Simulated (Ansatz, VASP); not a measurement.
**HfB2: VASP beside Ansatz**

```
Hf B
1.0
     3.14000    0.00000    0.00000
    -1.57000    2.71932    0.00000
     0.00000    0.00000    3.48000
Hf B
1 2
Direct
  0.00000 0.00000 0.00000
  0.33333 0.66667 0.50000
  0.66667 0.33333 0.50000
```

Alike in both runs: task relaxation of cell and atoms; functional PBE; k mesh 12 × 12 × 10; no spin polarisation.

```csv
,VASP,Ansatz
version,VASP 6.6.1,Ansatz 0.2.0
potentials or method,"VASP PAW PBE potentials, release 64 (Hf_pv, B), cutoff 600 eV","plane waves, PAW"
occupations,"fermi-dirac, width 0.1 eV",fermi-dirac
valence electrons in the cell,16,32
```

|  | VASP | Ansatz | Ansatz less VASP |
| --- | --- | --- | --- |
| relaxed volume (Å³/atom) | 9.94 | 9.96 | +0.015 |
| relaxed cell length with the largest relative difference (Å) | 3.485 | 3.487 | +0.0021 |

VASP's potentials hold 16 valence electrons a cell and Ansatz's 32, so a difference there can come from the potentials and not from the codes.

Neither program's run includes spin-orbit coupling.
